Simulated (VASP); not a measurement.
A run of VASP 6.6.1 is set up as follows.

File INCAR:

```
PREC = Accurate
ENCUT = 520
EDIFF = 1E-7
ISMEAR = 0
SIGMA = 0.1
LREAL = F
LASPH = T
NELM = 80
ALGO = Normal
ISIF = 2
LWAVE = F
LCHARG = F
GGA = PE
NBANDS = 18
```

Contents of KPOINTS:

```
Automatic mesh
0
Gamma
  8 8 8
```

File POSCAR:

```
BiTe
1.0
    0.0000000000      3.1000486475      3.1000486475
    3.1000486475      0.0000000000      3.1000486475
    3.1000486475      3.1000486475      0.0000000000
Bi Te
1 1
Direct
    0.0000000000      0.0000000000      0.0000000000
    0.5000000000      0.5000000000      0.5000000000
```

Potentials or basis: VASP PAW PBE potentials, release 64 (Bi_d, Te).

The run is started by

```sh
$ cat potpaw_PBE.64/Bi_d/POTCAR potpaw_PBE.64/Te/POTCAR > POTCAR
$ mpirun -np 1 vasp_std > vasp.out
```

Task: Estimate the pressure.

Result: 9.2 GPa.
